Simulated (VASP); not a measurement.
Here is a VASP 6.6.1 calculation.

POSCAR

```
Au
1.0
   -1.6402224566      1.6402224566      1.6402224566
    1.6402224566     -1.6402224566      1.6402224566
    1.6402224566      1.6402224566     -1.6402224566
Au
1
Direct
    0.0000000000      0.0000000000      0.0000000000
```

File INCAR.step1:

```
SYSTEM = Au
ALGO = Normal ; EDIFF = 1E-5
ENCUT = 400 ; GGA = PE
GGA_COMPAT = .FALSE. ; ISIF = 2
ISMEAR = -1 ; LASPH = .TRUE.
LCHARG = .FALSE. ; LREAL = .FALSE.
LWAVE = .TRUE. ; NBANDS = 12
NELM = 120 ; PREC = Accurate
SIGMA = 0.05
```

INCAR.step2

```
SYSTEM = Au
AEXX = 0.25 ; ALGO = Normal
EDIFF = 1E-6 ; ENCUT = 400
GGA = PE ; GGA_COMPAT = .FALSE.
ISIF = 2 ; ISMEAR = -1
ISTART = 1 ; LASPH = .TRUE.
LCHARG = .FALSE. ; LHFCALC = .TRUE.
LREAL = .FALSE. ; LWAVE = .FALSE.
NBANDS = 12 ; NELM = 120
PREC = Accurate ; PRECFOCK = Normal
SIGMA = 0.05
```

Contents of KPOINTS:

```
k-points
0
G
  6 6 6
  0 0 0
```

Potentials or basis: VASP PAW PBE potentials, release 64 (Au).

Run with:

```sh
$ cat potpaw_PBE.64/Au/POTCAR > POTCAR
$ cp INCAR.step1 INCAR
$ mpirun -np 1 vasp_std > vasp.out
$ cp INCAR.step2 INCAR
$ mpirun -np 1 vasp_std > vasp.out
```

(1) Estimate the pressure.

(2) What does it give for the band gap on the k mesh?

## Answers

(1) -0.2 GPa.

(2) zero (an odd number of electrons rules out a gap without spin polarisation).

Caveat: the k points lie up to 0.45 Å⁻¹ apart, too coarse for converged energies and pressures of a metal; the PAW data sets were made with another functional, which shifts forces and pressure a little; spin-orbit coupling is left out, which moves the levels of the heavy elements.
